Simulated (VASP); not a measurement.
Here is a VASP 6.6.1 calculation.

INCAR

```
  ALGO = Normal
  EDIFF = 1E-7
  ENCUT = 520
  GGA = PE
  ISIF = 2
  ISMEAR = 0
  LASPH = T
  LCHARG = T
  LELF = T
  LREAL = F
  LVHAR = T
  LWAVE = F
  NBANDS = 14
  NELM = 100
  PREC = Accurate
  SIGMA = 0.15
```

File KPOINTS:

```
k-points
0
Gamma
  16 16 16
```

Contents of POSCAR:

```
AlNi
1.0
    2.9962400000      0.0000000000      0.0000000000
    0.0000000000      2.9962400000      0.0000000000
    0.0000000000      0.0000000000      2.7657600000
Al Ni
1 1
Direct
    0.0000000000      0.0000000000      0.0000000000
    0.5000000000      0.5000000000      0.5000000000
```

Potentials or basis: VASP PAW PBE potentials, release 64 (Al, Ni).

Run with:

```sh
$ cat potpaw_PBE.64/Al/POTCAR potpaw_PBE.64/Ni/POTCAR > POTCAR
$ mpirun -np 1 vasp_std > vasp.out
```

Task: What does it give for the pressure?

Result: -3.3 GPa.

Stress tensor (GPa, compression positive):
```
-5.60  0.00  0.00
 0.00 -5.60  0.00
 0.00  0.00  1.19
```

Caveat: the cell differs from its parent crystal (strain +0.040 along x and y, -0.040 along z). Spin polarisation is off, so any magnetic state and its effect on volume and gap are missing.
